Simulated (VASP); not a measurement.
# Mg (Fd-3m) in VASP: notebook

Mg is run at these levels: PBEsol; tasks: single point.

All numbers are computed with VASP 6.6.1; they aren't measurements. Logs are shortened: lines on timing, memory, paths and dates and some standing lists are left out, and cuts for length are marked.

## (1) The cell of the first run

It takes space group Fd-3m (No. 227, cubic). Conventional cell: a = 4.674 Å, b = 4.674 Å, c = 4.674 Å, α = 90.00°, β = 90.00°, γ = 90.00°. Within 2.7 Å of Mg (site symmetry -43m) lie 4 Mg at 2.02 Å.

## (2) Single point, PBEsol

Contents of INCAR:

```
SYSTEM = Mg
PREC = Accurate
ENCUT = 520
EDIFF = 1E-6
ISMEAR = -1
SIGMA = 0.1
LREAL = .False.
LASPH = .True.
NELM = 80
ALGO = Normal
ISIF = 2
LWAVE = .False.
LCHARG = .False.
GGA = PS
NBANDS = 9
```

Contents of KPOINTS:

```
regular mesh
0
Gamma
  14 14 14
  0 0 0
```

Contents of POSCAR:

```
Mg
1.0
    0.0000000000      2.3370336110      2.3370336110
    2.3370336110      0.0000000000      2.3370336110
    2.3370336110      2.3370336110      0.0000000000
Mg
2
Direct
   -0.1250000000     -0.1250000000     -0.1250000000
    0.1250000000      0.1250000000      0.1250000000
```

Potentials or basis: VASP PAW PBE potentials, release 64 (Mg).

Command:

```
$ cat potpaw_PBE.64/Mg/POTCAR > POTCAR
$ mpirun -np 1 vasp_std > vasp.out
```

OUTCAR:

```text
SYSTEM = Mg
   PREC = Accurate
   ENCUT = 520
   EDIFF = 1E-6
   ISMEAR = -1
   LREAL = .False.
   LASPH = .True.
   NELM = 80
   ISIF = 2
   GGA = PS

 ion  position               nearest neighbor table
   1  0.875  0.875  0.875-   2 2.02   2 2.02   2 2.02   2 2.02
   2  0.125  0.125  0.125-   1 2.02   1 2.02   1 2.02   1 2.02

  LATTYP: Found a face centered cubic cell.
 ALAT       =     4.6740672220

  Lattice vectors:

 A1 = (   0.0000000000,   2.3370336110,   2.3370336110)
 A2 = (   2.3370336110,   0.0000000000,   2.3370336110)
 A3 = (   2.3370336110,   2.3370336110,   0.0000000000)

Analysis of symmetry for initial positions (statically):
=====================================================================
 Subroutine PRICEL returns:
 Original cell was already a primitive cell.

 Routine SETGRP: Setting up the symmetry group for a
 face centered cubic supercell.

 Subroutine GETGRP returns: Found 48 space group operations
 (whereof 12 operations were pure point group operations)
 out of a pool of 48 trial point group operations.

The static configuration has the point symmetry D_3d.
 The point group associated with its full space group is O_h .

Analysis of symmetry for dynamics (positions and initial velocities):
=====================================================================
 Subroutine PRICEL returns:
 Original cell was already a primitive cell.

 Routine SETGRP: Setting up the symmetry group for a
 face centered cubic supercell.

 Subroutine GETGRP returns: Found 48 space group operations
 (whereof 12 operations were pure point group operations)
 out of a pool of 48 trial point group operations.

The dynamic configuration has the point symmetry D_3d.
 The point group associated with its full space group is O_h .

 Subroutine INISYM returns: Found 48 space group operations
 (whereof 12 operations are pure point group operations),
 and found     1 'primitive' translations

----------------------------------------------------------------------------------------

                                     Primitive cell

  volume of cell :      25.5285

  direct lattice vectors                    reciprocal lattice vectors
     0.000000000  2.337033611  2.337033611    -0.213946431  0.213946431  0.213946431
     2.337033611  0.000000000  2.337033611     0.213946431 -0.213946431  0.213946431
     2.337033611  2.337033611  0.000000000     0.213946431  0.213946431 -0.213946431

[... 82 lines left out ...]
   NELM   =     80;   NELMIN=  2; NELMDL= -5     # of ELM steps
   EDIFF  = 0.1E-05   stopping-criterion for ELM
   LREAL  =      F    real-space projection
   EDIFFG = 0.1E-04   stopping-criterion for IOM
   NSW    =      0    number of steps for IOM
   IBRION =     -1    ionic relax: 0-MD 1-quasi-New 2-CG
   NFREE  =      0    steps in history (QN), initial steepest desc. (CG)
   ISIF   =      2    stress and relaxation
   ISYM   =      2    0-nonsym 1-usesym 2-fastsym
   POTIM  = 0.5000    time-step for ionic-motion
   TEBEG  =    0.0;   TEEND  =   0.0 temperature during run
   PSTRESS=    0.0 pullay stress
   NELECT =       4.0000    total number of electrons
   NUPDOWN=      -1.0000    fix difference up-down
   EMIN   =  10.00;   EMAX   =-10.00  energy-range for DOS
   EFERMI =   0.00;   METHOD = LEGACY
   ISMEAR =    -1;   SIGMA  =   0.10  broadening in eV -4-tet -1-fermi 0-gaus
   EFERMI_NEDOS =   21; number of points for ismear=-14 and -15
   IALGO  =     38    algorithm
   IMIX   =      4    mixing-type and parameters
     AMIX     =   0.40;   BMIX     =  1.00
     AMIX_MAG =   1.60;   BMIX_MAG =  1.00
  volume/ion in A,a.u.               =      12.76        86.14
  Fermi-wavevector in a.u.,A,eV,Ry     =   0.882578  1.667831 10.598181  0.778944
  Thomas-Fermi vector in A             =   2.003229
   LORBIT       =      0    0 simple, 1 ext, 2 COOP (PROOUT), +10 PAW based schemes
   GGA     = PS    functional components
   LHFCALC =     F    Hartree Fock is set to
   AEXX    =    0.0000 exact exchange contribution
   IVDW    =     0    specifies the selected vdW correction
   LEPSILON=     F    determine dielectric tensor
   LRPA    =     F    only Hartree local field effects (RPA)
 non-spin polarized calculation
  energy-cutoff  :      520.00
  volume of cell :       25.53
 maximum number of plane-waves:       701
 NGX is ok and might be reduce to    28
   NGX = 13   NGY = 13   NGZ = 13

 number of electron       4.0000000 magnetization

 Free energy of the ion-electron system (eV)
  ---------------------------------------------------
  ext. energy  EPLUGINS =         0.00000000
  ---------------------------------------------------
  free energy    TOTEN  =         5.18965417 eV

  energy without entropy =        5.21467230  energy(sigma->0) =        5.20216324

 E-fermi :   6.8784     XC(G=0): -10.5798

 val. band max:        6.8361122851   @ k =   0.4286   0.2857   0.0000
 cond. band min:       6.8963236244   @ k =  -0.4286   0.4286   0.1429
 fundamental gap:      0.0602113393
 Fermi energy:         6.8783636819

 k-point     1 :       0.0000    0.0000    0.0000
  band No.  band energies     occupation
      1      -3.0407      2.00000
      2      13.9563      0.00000
      3      13.9563      0.00000
      4      13.9563      0.00000
      5      14.4752      0.00000
      6      14.4752      0.00000
      7      14.4752      0.00000
      8      17.4746      0.00000
      9      17.4746      0.00000
[... 265 lines left out ...]
 k-point    24 :       0.2857    0.1429    0.0000
  band No.  band energies     occupation
      1      -1.4919      2.00000
      2       8.3615      0.00000
      3      10.9342      0.00000
      4      11.9997      0.00000
      5      12.6903      0.00000
      6      14.8699      0.00000
      7      17.2701      0.00000
      8      18.5354      0.00000
      9      19.8000      0.00000

 [... further k-points ...]
[... 5 lines left out ...]
  --------------------------------------------------------------------------------------
  -------------------------------------------------------------------------------------
  Total       15.9470270     15.9470270     15.9470270     -0.0000000      0.0000000     -0.0000000
  in kB     1000.8418124   1000.8418124   1000.8418124     -0.0000000      0.0000000     -0.0000000
  external PRESSURE =    1000.8418124 kB  Pullay stress =       0.0000000 kB

 VOLUME and BASIS-vectors are now :
 -----------------------------------------------------------------------------
  energy-cutoff  :      520.00
  volume of cell :       25.53
      direct lattice vectors                 reciprocal lattice vectors
     0.000000000  2.337033611  2.337033611    -0.213946431  0.213946431  0.213946431
     2.337033611  0.000000000  2.337033611     0.213946431 -0.213946431  0.213946431
     2.337033611  2.337033611  0.000000000     0.213946431  0.213946431 -0.213946431

 POSITION                                       TOTAL-FORCE (eV/Angst)
 -----------------------------------------------------------------------------------
      4.08981      4.08981      4.08981         0.000000      0.000000     -0.000000
      0.58426      0.58426      0.58426        -0.000000     -0.000000      0.000000
 -----------------------------------------------------------------------------------
    total drift:                               -0.000000     -0.000000      0.000000

  FREE ENERGIE OF THE ION-ELECTRON SYSTEM (eV)
  ---------------------------------------------------
  free  energy   TOTEN  =         5.1896541688 eV

  energy  without entropy=        5.2146723018  energy(sigma->0) =        5.20216324
```

OSZICAR:

```text
N       E                     dE             d eps       ncg     rms          rms(c)
DAV:   1     0.864292675935E+01    0.86429E+01   -0.13651E+03  1872   0.330E+02
DAV:   2     0.503228324054E+01   -0.36106E+01   -0.35388E+01  2475   0.353E+01
DAV:   3     0.498752503163E+01   -0.44758E-01   -0.44359E-01  2497   0.338E+00
DAV:   4     0.498740633315E+01   -0.11870E-03   -0.11869E-03  2555   0.160E-01
DAV:   5     0.498740611210E+01   -0.22105E-06   -0.22098E-06  2374   0.580E-03    0.113E+00
DAV:   6     0.511241241452E+01    0.12501E+00   -0.11106E-02  2188   0.411E-01    0.701E-01
DAV:   7     0.518970098199E+01    0.77289E-01   -0.29871E-02  2239   0.682E-01    0.469E-02
DAV:   8     0.518965431930E+01   -0.46663E-04   -0.55894E-04  2363   0.130E-01    0.115E-02
DAV:   9     0.518965416881E+01   -0.15049E-06   -0.11841E-06  2546   0.674E-03
   1 F= 0.51896542E+01 E0= 0.52021632E+01  d E =-.250181E-01
```

Wall time 41 s (1 thread of AMD EPYC 7R43 (Zen 3), shared host); peak memory 0.13 GiB.

Results:

```
Free energy            : 5.1897 eV
Pressure               : 100.1 GPa
Band gap on the k mesh : zero (band 2 reaches 13.96 eV, above the bottom of band 3 at 4.79 eV)
```

Caveat: the PAW data sets were made with another functional, which shifts forces and pressure a little.

## (3) Single point, PBEsol

Contents of INCAR:

```
ALGO = Normal
EDIFF = 1E-6
ENCUT = 520
GGA = PS
ISIF = 2
ISMEAR = -1
LASPH = T
LCHARG = F
LREAL = F
LWAVE = F
NBANDS = 9
NELM = 100
PREC = Accurate
SIGMA = 0.1
```

Contents of KPOINTS:

```
k-points
0
Gamma
  14 14 14
```

Contents of POSCAR:

```
Mg
1.0
    0.0000000000      2.3380808773      2.3380808773
    2.3380808773      0.0000000000      2.3380808773
    2.3380808773      2.3380808773      0.0000000000
Mg
2
Direct
   -0.1250000000     -0.1250000000     -0.1250000000
    0.1250000000      0.1250000000      0.1250000000
```

Potentials or basis: VASP PAW PBE potentials, release 64 (Mg).

Command:

```
$ cat potpaw_PBE.64/Mg/POTCAR > POTCAR
$ mpirun -np 1 vasp_std > vasp.out
```

It took 44 s on 1 thread of AMD EPYC 7R43 (Zen 3), shared host; peak memory 0.12 GiB.

Results (log left out):

| Item | Value |
| --- | --- |
| Free energy | 5.1682 eV |
| Pressure | 99.7 GPa |
| Band gap on the k mesh | zero (band 2 reaches 13.94 eV, above the bottom of band 3 at 4.78 eV) |

Levels at points of the mesh, in eV from the Fermi level:
```
           k point  band 1  band 2  band 3  band 4  band 5
(0.00, 0.00, 0.00)   -9.91    7.07    7.07    7.07    7.59
(0.50, 0.00, 0.00)   -5.08   -4.68    5.72    5.72    6.28
(0.50, 0.50, 0.00)   -3.35   -3.35    2.21    2.21    3.57
```

Caveat: the PAW data sets were made with another functional, which shifts forces and pressure a little.
